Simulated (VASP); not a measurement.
A run of VASP 6.6.1 is set up as follows.

File INCAR:

```
SYSTEM = Ir
PREC = Accurate
ENCUT = 520
EDIFF = 1E-6
ISMEAR = 0
SIGMA = 0.15
LREAL = .False.
LASPH = .True.
NELM = 100
ALGO = Fast
ISIF = 2
LWAVE = .False.
LCHARG = .True.
LELF = .True.
LVHAR = .True.
NBANDS = 10
```

KPOINTS

```
Automatic mesh
0
Gamma
  20 20 20
  0 0 0
```

File POSCAR:

```
Ir
1.0
   -0.1571959996      1.9054060557      1.9054060557
    1.7482100561      0.0000000000      1.7482100561
    1.9054060557      1.9054060557     -0.1571959996
Ir
1
Direct
    0.0000000000      0.0000000000      0.0000000000
```

Potentials or basis: VASP PAW LDA potentials, release 64 (Ir).

Launch:

```console
$ cat potpaw_LDA.64/Ir/POTCAR > POTCAR
$ mpirun -np 1 vasp_std > vasp.out
```

(1) Predict the band gap on the k mesh.

(2) What does it give for the pressure?

Answers

(1) zero (an odd number of electrons rules out a gap without spin polarisation).

(2) 17.5 GPa.

Caveat: the cell differs from its parent crystal (engineering shear strain xz -0.1650, engineering shear strain yz +0.0000); the cell stands under pressure; spin-orbit coupling is left out, which moves the levels of the heavy elements.
